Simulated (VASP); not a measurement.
Runs of VASP 6.6.1 on Zr. The structure is that of space group P6_3/mmc (No. 194), or close to it. The cells are those of the table. 

```tsv
task	cell	cutoff (eV)	gap on the mesh (eV)	pressure (GPa)
relaxation of cell and atoms	relaxed to 220 GPa from a = 2.414, b = 2.414, c = 4.334 Å, angles 90.0, 90.0, 120.0°, 2 atoms	600	none	220.0
single point	a = 2.414, b = 2.414, c = 4.334 Å, angles 90.0, 90.0, 120.0°, 2 atoms	520	none	222.6
single point	a = 2.493, b = 2.493, c = 4.039 Å, angles 90.0, 90.0, 120.0°, 2 atoms	520	none	224.5
relaxation of cell and atoms	relaxed from a = 3.143, b = 3.143, c = 5.092 Å, angles 90.0, 90.0, 120.0°, 2 atoms	600	none	0.0
single point	a = 3.143, b = 3.143, c = 5.092 Å, angles 90.0, 90.0, 120.0°, 2 atoms	520	none	(a)
```

Alike in all rows: level LDA; potentials or basis VASP PAW LDA potentials, release 64 (Zr_sv); no spin polarisation; k mesh 18 × 18 × 10; smearing fermi-dirac 0.1 eV.

Question: Estimate the missing entries.

Answer: (a) 0.1.

Caveats: the cell is relaxed towards a set pressure, so the enthalpy falls and the energy may rise (some runs).

A k mesh can miss the band edges, and the runs leave out spin-orbit coupling on Zr.

A gap of «none» marks levels without a gap at the run's occupations.
